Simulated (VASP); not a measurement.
# Si2Mo (Fddd) in VASP: single point with PBEsol

Aim: the single point of Si2Mo with PBEsol.

Program: VASP 6.6.1. These are calculated values, not measurements. Logs are shortened: lines on timing, memory, paths and dates and some standing lists are left out, and cuts for length are marked.

**1. The cell of the first run**

The structure is orthorhombic, space group Fddd (No. 70). The conventional cell has a = 4.821 Å, b = 8.304 Å, c = 8.589 Å, α = 90.00°, β = 90.00°, γ = 90.00°. Mo (site symmetry 222) has 10 Si at 2.57 to 2.80 Å and 4 Mo at 3.22 Å within 3.4 Å. Si (site symmetry 2) has 9 Si at 2.54 to 3.22 Å and 5 Mo at 2.57 to 2.80 Å within 3.4 Å.

**2. Single point, PBEsol**

INCAR

```
SYSTEM = Si2Mo
PREC     = Accurate       ! precision mode
ENCUT    = 520            ! plane-wave cutoff, eV
EDIFF    = 1E-7           ! SCF threshold, eV
ISMEAR   = -1             ! smearing method
SIGMA    = 0.1            ! smearing width, eV
LREAL    = .FALSE.        ! projectors in reciprocal space
LASPH    = .TRUE.         ! aspherical terms in the spheres
NELM     = 80             ! most SCF steps
ALGO     = Normal         ! electronic algorithm
ISIF     = 2              ! what is computed and relaxed
LWAVE    = .FALSE.        ! write WAVECAR
LCHARG   = .FALSE.        ! write CHGCAR
GGA      = PS             ! functional
NBANDS   = 31             ! bands
```

KPOINTS

```
Automatic mesh
0
G
  8 8 8
  0 0 0
```

POSCAR

```
Si2Mo
1.0
   -4.1520190000      2.4105610000      0.0000000000
    0.0000000000      2.4105610000      4.2946880000
    4.1520190000      2.4105610000      0.0000000000
Mo Si
2 4
Direct
    0.0000000000      0.0000000000      0.0000000000
    0.7500000000      0.5000000000      0.2500000000
    0.6632800000      0.0000000000      0.3367200000
    0.3367200000      0.0000000000      0.6632800000
    0.0867200000      0.5000000000      0.9132800000
    0.4132800000      0.5000000000      0.5867200000
```

Potentials or basis: VASP PAW PBE potentials, release 64 (Mo_sv, Si).

Command:

```bash
$ cat potpaw_PBE.64/Mo_sv/POTCAR potpaw_PBE.64/Si/POTCAR > POTCAR
$ mpirun -np 1 vasp_std > vasp.out
```

OUTCAR:

```text
SYSTEM = Si2Mo
   PREC = Accurate
   ENCUT = 520
   EDIFF = 1E-7
   ISMEAR = -1
   LREAL = .FALSE.
   LASPH = .TRUE.
   NELM = 80
   ISIF = 2
   GGA = PS

 ion  position               nearest neighbor table
   1  0.000  0.000  0.000-   6 2.57   6 2.57   5 2.57   5 2.57   4 2.77   3 2.77   4 2.77   3 2.77
                             3 2.80   4 2.80   2 3.22   2 3.22   2 3.22   2 3.22
   2  0.750  0.500  0.250-   4 2.57   4 2.57   3 2.57   3 2.57   5 2.77   6 2.77   6 2.77   5 2.77
                             5 2.80   6 2.80   1 3.22   1 3.22   1 3.22   1 3.22
   3  0.663  0.000  0.337-   5 2.54   5 2.54   2 2.57   2 2.57   4 2.71   1 2.77   1 2.77   1 2.80
                             4 2.81   4 2.81
   4  0.337  0.000  0.663-   6 2.54   6 2.54   2 2.57   2 2.57   3 2.71   1 2.77   1 2.77   1 2.80
                             3 2.81   3 2.81
   5  0.087  0.500  0.913-   3 2.54   3 2.54   1 2.57   1 2.57   6 2.71   2 2.77   2 2.77   2 2.80
                             6 2.81   6 2.81
   6  0.413  0.500  0.587-   4 2.54   4 2.54   1 2.57   1 2.57   5 2.71   2 2.77   2 2.77   2 2.80
                             5 2.81   5 2.81

  LATTYP: Found a face centered orthorhombic cell.
 ALAT       =     4.8211220000
 B/A-ratio  =     1.7224285135
 C/A-ratio  =     1.7816134916

  Lattice vectors:

 A1 = (   4.1520190000,   0.0000000000,  -4.2946880000)
 A2 = (   0.0000000000,   2.4105610000,  -4.2946880000)
 A3 = (   4.1520190000,   2.4105610000,   0.0000000000)

Analysis of symmetry for initial positions (statically):
=====================================================================
 Subroutine PRICEL returns:
 Original cell was already a primitive cell.

 Routine SETGRP: Setting up the symmetry group for a
 face centered orthorhombic supercell.

 Subroutine GETGRP returns: Found  8 space group operations
 (whereof  4 operations were pure point group operations)
 out of a pool of  8 trial point group operations.

The static configuration has the point symmetry D_2 .
 The point group associated with its full space group is D_2h.

Analysis of symmetry for dynamics (positions and initial velocities):
=====================================================================
 Subroutine PRICEL returns:
 Original cell was already a primitive cell.

 Routine SETGRP: Setting up the symmetry group for a
 face centered orthorhombic supercell.

 Subroutine GETGRP returns: Found  8 space group operations
 (whereof  4 operations were pure point group operations)
 out of a pool of  8 trial point group operations.

The dynamic configuration has the point symmetry D_2 .
 The point group associated with its full space group is D_2h.

 Subroutine INISYM returns: Found  8 space group operations
 (whereof  4 operations are pure point group operations),
 and found     1 'primitive' translations

----------------------------------------------------------------------------------------

                                     Primitive cell

  volume of cell :      85.9684

  direct lattice vectors                    reciprocal lattice vectors
    -4.152019000  2.410561000  0.000000000    -0.120423341  0.207420596 -0.116422893
     0.000000000  2.410561000  4.294688000     0.000000000  0.000000000  0.232845785
     4.152019000  2.410561000  0.000000000     0.120423341  0.207420596 -0.116422893

  length of vectors
     4.801048439  4.924951711  4.801048439     0.266607154  0.232845785  0.266607154

  position of ions in fractional coordinates (direct lattice)
     0.000000000  0.000000000  0.000000000
     0.750000000  0.500000000  0.250000000
     0.663280000  0.000000000  0.336720000
     0.336720000  0.000000000  0.663280000
     0.086720000  0.500000000  0.913280000
     0.413280000  0.500000000  0.586720000

  ion indices of the primitive-cell ions
   primitive index   ion index
                 1           1
                 2           2
                 3           3
                 4           4
                 5           5
                 6           6

----------------------------------------------------------------------------------------

 KPOINTS: Automatic mesh

Automatic generation of k-mesh.
 Grid dimensions read from file:
 generate k-points for:    8    8    8

 Generating k-lattice:

  Cartesian coordinates                     Fractional coordinates (reciprocal lattice)
    -0.015052918  0.025927575 -0.014552862     0.125000000  0.000000000  0.000000000
     0.000000000  0.000000000  0.029105723     0.000000000  0.125000000  0.000000000
     0.015052918  0.025927575 -0.014552862     0.000000000  0.000000000  0.125000000

  Length of vectors
     0.033325894  0.029105723  0.033325894

  Shift w.r.t. Gamma in fractional coordinates (k-lattice)
     0.000000000  0.000000000  0.000000000

 Subroutine IBZKPT returns following result:
 ===========================================

 Found     95 irreducible k-points:

 Following reciprocal coordinates:
            Coordinates               Weight
  0.000000  0.000000  0.000000      1.000000
  0.125000 -0.000000  0.000000      8.000000
  0.250000 -0.000000  0.000000      8.000000
  0.375000 -0.000000  0.000000      8.000000
  0.500000 -0.000000  0.000000      4.000000
  0.000000  0.125000  0.000000      2.000000
[... 16 lines left out ...]
  0.250000 -0.000000  0.125000      8.000000
  0.375000 -0.000000  0.125000      8.000000
 [... further k-points ...]
   k-points           NKPTS =     95   k-points in BZ     NKDIM =     95   number of bands    NBANDS=     31
   number of dos      NEDOS =    301   number of ions     NIONS =      6
   total plane-waves  NPLWV =  51840
   dimension x,y,z NGX =    36 NGY =   40 NGZ =   36
   dimension x,y,z NGXF=    72 NGYF=   80 NGZF=   72
   ions per type =               2   4
   NGX,Y,Z   is equivalent  to a cutoff of  12.47, 13.50, 12.47 a.u.
   NGXF,Y,Z  is equivalent  to a cutoff of  24.93, 27.00, 24.93 a.u.
 SYSTEM =  Si2Mo
   PREC   = accura    normal or accurate (medium, high low for compatibility)
   ISTART =      0    job   : 0-new  1-cont  2-samecut
   ICHARG =      2    charge: 1-file 2-atom 10-const
   ISPIN  =      1    spin polarized calculation?
   LNONCOLLINEAR =      F non collinear calculations
   LSORBIT =      F    spin-orbit coupling
   LASPH  =      T    aspherical Exc in radial PAW
   ENCUT  =  520.0 eV  38.22 Ry    6.18 a.u.   8.93  9.16  8.93*2*pi/ulx,y,z
   NELM   =     80;   NELMIN=  2; NELMDL= -5     # of ELM steps
   EDIFF  = 0.1E-06   stopping-criterion for ELM
   LREAL  =      F    real-space projection
   EDIFFG = 0.1E-05   stopping-criterion for IOM
   NSW    =      0    number of steps for IOM
   IBRION =     -1    ionic relax: 0-MD 1-quasi-New 2-CG
   NFREE  =      0    steps in history (QN), initial steepest desc. (CG)
   ISIF   =      2    stress and relaxation
   ISYM   =      2    0-nonsym 1-usesym 2-fastsym
   POTIM  = 0.5000    time-step for ionic-motion
   TEBEG  =    0.0;   TEEND  =   0.0 temperature during run
   PSTRESS=    0.0 pullay stress
   NELECT =      44.0000    total number of electrons
   NUPDOWN=      -1.0000    fix difference up-down
   EMIN   =  10.00;   EMAX   =-10.00  energy-range for DOS
   EFERMI =   0.00;   METHOD = LEGACY
   ISMEAR =    -1;   SIGMA  =   0.10  broadening in eV -4-tet -1-fermi 0-gaus
   EFERMI_NEDOS =   21; number of points for ismear=-14 and -15
   IALGO  =     38    algorithm
   IMIX   =      4    mixing-type and parameters
     AMIX     =   0.40;   BMIX     =  1.00
     AMIX_MAG =   1.60;   BMIX_MAG =  1.00
  volume/ion in A,a.u.               =      14.33        96.69
  Fermi-wavevector in a.u.,A,eV,Ry     =   1.309522  2.474637 23.331911  1.714847
  Thomas-Fermi vector in A             =   2.440115
   LORBIT       =      0    0 simple, 1 ext, 2 COOP (PROOUT), +10 PAW based schemes
   GGA     = PS    functional components
   LHFCALC =     F    Hartree Fock is set to
   AEXX    =    0.0000 exact exchange contribution
   IVDW    =     0    specifies the selected vdW correction
   LEPSILON=     F    determine dielectric tensor
   LRPA    =     F    only Hartree local field effects (RPA)
 non-spin polarized calculation
  energy-cutoff  :      520.00
  volume of cell :       85.97
 maximum number of plane-waves:      2333
   NGX = 17   NGY = 19   NGZ = 17

 number of electron      43.9999996 magnetization

 Free energy of the ion-electron system (eV)
  ---------------------------------------------------
  ext. energy  EPLUGINS =         0.00000000
  ---------------------------------------------------
  free energy    TOTEN  =       -49.31310022 eV

  energy without entropy =      -49.27891400  energy(sigma->0) =      -49.29600711

 E-fermi :  11.6282     XC(G=0): -12.1919

 val. band max:       11.6022083211   @ k =   0.0000   0.1250   0.0000
 cond. band min:      11.6644572929   @ k =   0.5000   0.2500   0.1250
 fundamental gap:      0.0622489718
 Fermi energy:        11.6281583306

 k-point     1 :       0.0000    0.0000    0.0000
  band No.  band energies     occupation
      1     -49.3146      2.00000
      2     -49.2821      2.00000
      3     -23.6043      2.00000
      4     -23.5308      2.00000
      5     -23.5092      2.00000
      6     -23.4897      2.00000
[... 23 lines left out ...]
     30      14.8561      0.00000
     31      15.0044      0.00000

 k-point     2 :       0.1250   -0.0000    0.0000
  band No.  band energies     occupation
      1     -49.3136      2.00000
      2     -49.2831      2.00000
      3     -23.6028      2.00000
      4     -23.5326      2.00000
      5     -23.5153      2.00000
      6     -23.4867      2.00000
[... 23 lines left out ...]
     30      15.1975      0.00000
     31      15.6910      0.00000

 k-point     3 :       0.2500   -0.0000    0.0000
  band No.  band energies     occupation
      1     -49.3111      2.00000
      2     -49.2855      2.00000
      3     -23.5988      2.00000
      4     -23.5386      2.00000
      5     -23.5271      2.00000
      6     -23.4794      2.00000
[... 703 lines left out ...]
     30      16.2736      0.00000
     31      16.7942      0.00000

 k-point    24 :       0.3750   -0.0000    0.1250
  band No.  band energies     occupation
      1     -49.3063      2.00000
      2     -49.2902      2.00000
      3     -23.5888      2.00000
      4     -23.5629      2.00000
      5     -23.5303      2.00000
      6     -23.4719      2.00000
[... 23 lines left out ...]
     30      15.5577      0.00000
     31      16.5586      0.00000

 [... further k-points ...]

------------------------ aborting loop because EDIFF is reached ----------------------------------------

  FORCE on cell =-STRESS in cart. coord.  units (eV):
  Direction    XX          YY          ZZ          XY          YZ          ZX
  --------------------------------------------------------------------------------------
  -------------------------------------------------------------------------------------
  Total       -5.5787793    -10.8238544     -4.3152333      0.0000000      0.0000000      0.0000000
  in kB     -103.9706330   -201.7220866    -80.4221704      0.0000000      0.0000000      0.0000000
  external PRESSURE =    -128.7049634 kB  Pullay stress =       0.0000000 kB

 VOLUME and BASIS-vectors are now :
 -----------------------------------------------------------------------------
  energy-cutoff  :      520.00
  volume of cell :       85.97
      direct lattice vectors                 reciprocal lattice vectors
    -4.152019000  2.410561000  0.000000000    -0.120423341  0.207420596 -0.116422893
     0.000000000  2.410561000  4.294688000     0.000000000  0.000000000  0.232845785
     4.152019000  2.410561000  0.000000000     0.120423341  0.207420596 -0.116422893

 POSITION                                       TOTAL-FORCE (eV/Angst)
 -----------------------------------------------------------------------------------
      0.00000      0.00000      0.00000         0.000000     -0.000000     -0.000000
     -2.07601      3.61584      2.14734         0.000000      0.000000     -0.000000
     -1.35588      2.41056      0.00000        -0.014851      0.000000     -0.000000
      1.35588      2.41056      0.00000         0.014851      0.000000      0.000000
      3.43189      3.61584      2.14734         0.014851      0.000000     -0.000000
      0.72013      3.61584      2.14734        -0.014851      0.000000     -0.000000
 -----------------------------------------------------------------------------------
    total drift:                                0.000000      0.000000     -0.000000

  FREE ENERGIE OF THE ION-ELECTRON SYSTEM (eV)
  ---------------------------------------------------
  free  energy   TOTEN  =       -49.3131002153 eV

  energy  without entropy=      -49.2789139974  energy(sigma->0) =      -49.29600711
```

It took 6.4 min on 1 thread of Intel Xeon 8259CL, shared host; peak memory 0.35 GiB.

What came out:

| Item | Value |
| --- | --- |
| Free energy | -49.3131 eV |
| Pressure | -12.9 GPa |
| Largest force | 0.015 eV/Å |
| Band gap on the k mesh | zero (bands 22 and 23 overlap by 0.37 eV) |

Forces in eV/Å, atoms in the order of the input:
```
Mo   0.000  0.000  0.000
Mo   0.000  0.000  0.000
Si  -0.015  0.000  0.000
Si   0.015  0.000  0.000
Si   0.015  0.000  0.000
Si  -0.015  0.000  0.000
```

Stress tensor (GPa, compression positive):
```
-10.40   0.00   0.00
  0.00 -20.17   0.00
  0.00   0.00  -8.04
```

Caveat: the stress differs along the axes, from -20 to -8 GPa; the PAW data sets were made with another functional, which shifts forces and pressure a little.

The gap in the log of VASP goes by the Fermi energy; the results here count the filled bands.